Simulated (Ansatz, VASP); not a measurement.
## One calculation of P, two programs

The input POSCAR:

```
P
1.0
    1.6538346590     -5.4984059606      0.0000000000
    1.6538346590      5.4984059606      0.0000000000
    0.0000000000      0.0000000000      4.5468944061
P
4
Direct
    0.0955109276      0.9044890724      0.9118095445
    0.5955109276      0.4044890724      0.5881904555
    0.9044890724      0.0955109276      0.0881904555
    0.4044890724      0.5955109276      0.4118095445
```

INCAR.step1

```
PREC = Accurate
ENCUT = 520
ISMEAR = 1
SIGMA = 0.03
LREAL = False
LASPH = True
NELM = 100
NBANDS = 18
GGA = PE
ALGO = Normal
EDIFF = 1E-4
LWAVE = True
LCHARG = False
```

File INCAR.step2:

```
PREC = Accurate
ENCUT = 520
EDIFF = 1E-6
ISMEAR = 1
SIGMA = 0.03
LREAL = False
LASPH = True
NELM = 100
ALGO = Normal
ISIF = 2
LWAVE = False
LCHARG = False
METAGGA = R2SCAN
LMIXTAU = True
NBANDS = 18
ISTART = 1
```

Contents of KPOINTS:

```
regular mesh
0
Gamma
  10 10 7
```

Input for Ansatz:

```yaml
crystal:
  lattice:
    - [1.653834659, -5.4984059606, 0.0]
    - [1.653834659, 5.4984059606, 0.0]
    - [0.0, 0.0, 4.5468944061]
  atoms:
    - { symbol: P, position: [0.0955109276, 0.9044890724, 0.9118095445] }
    - { symbol: P, position: [0.5955109276, 0.4044890724, 0.5881904555] }
    - { symbol: P, position: [0.9044890724, 0.0955109276, 0.0881904555] }
    - { symbol: P, position: [0.4044890724, 0.5955109276, 0.4118095445] }
hamiltonian:
  xc: r2scan
  pseudopotentials:
    kind: paw
    azcp:
      P: "pseudopotentials/P.paw.azcp"
basis:
  ecutwfc: 500
  fft_grid_basis: typed
kpoints:
  mp_grid: { grid: [10, 10, 7], shift: [0, 0, 0] }
magnetization:
  spin_polarized: false
scf:
  occupations: { method: cold, width: 0.03 }
  lower_state_search: "off"
output:
  stress: true
```

Alike in both runs: task single point; functional r2SCAN; k mesh 10 × 10 × 7; no spin polarisation.

|  | VASP | Ansatz |
| --- | --- | --- |
| version | VASP 6.6.1 | Ansatz 0.2.0 |
| potentials or method | VASP PAW PBE potentials, release 64 (P), cutoff 520 eV | plane waves (500 eV) with PAW, scalar-relativistic |
| occupations | methfessel-paxton of order 1, width 0.03 eV | cold, width 0.03 eV |
| valence electrons in the cell | 20 | 20 |

VASP gave:

| Item | Value |
| --- | --- |
| pressure (GPa) | -0.7 |
| traceless stress, the component that is largest in VASP (GPa) | 0.38 |

**Question.** Estimate Ansatz's values.

**Answer.** Pressure (GPa): -0.1; traceless stress, the component that is largest in VASP (GPa): 0.28.

VASP's potentials were made for PBE, not for r2SCAN.
